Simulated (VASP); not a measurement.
Ag3F, 4 atoms in the cell. It takes space group Fm-3m (No. 225, cubic). The conventional cell has a = 6.441 Å, b = 6.441 Å, c = 6.441 Å, α = 90.00°, β = 90.00°, γ = 90.00°. Within 3.7 Å of Ag (site symmetry -43m) lie 10 Ag at 2.79 to 3.22 Å and 4 F at 2.79 Å. Within 3.7 Å of Ag (site symmetry m-3m) lie 8 Ag at 2.79 Å and 6 F at 3.22 Å. F (site symmetry m-3m) has 14 Ag at 2.79 to 3.22 Å within 3.7 Å. The cell was built from a structure type or drawn by symmetry, and may not be a known phase.

```yaml
Program: VASP 6.6.1
Task: relaxation of cell and atoms
Functional: PBE
Potentials_or_basis: VASP PAW PBE potentials, release 64 (Ag, F)
Cutoff: 600 eV
k_mesh: 12 × 12 × 12
Occupations: gaussian, width 0.1 eV
Spin: no spin polarisation
Dipole_correction: no
Further_INCAR_settings: ALGO = Normal; EDIFF = 1e-06; IBRION = 2; EDIFFG = -0.01; NSW = 100; ISIF = 3
```

Potentials or basis: VASP PAW PBE potentials, release 64 (Ag, F).

Run with:

```sh
$ cat potpaw_PBE.64/Ag/POTCAR potpaw_PBE.64/F/POTCAR > POTCAR
$ mpirun -np 1 vasp_std > vasp.out
```

Hardware: 1 thread of Intel(R) Xeon(R) Platinum 8488C (Sapphire Rapids), with other jobs on the host.

Question: Estimate the wall time of this run.

Answer: It took 3.3 min on 1 thread of Intel(R) Xeon(R) Platinum 8488C (Sapphire Rapids), with other jobs on the host, peak memory 0.29 GiB. Counts: scf iterations 22, k points 72, ion steps 2.
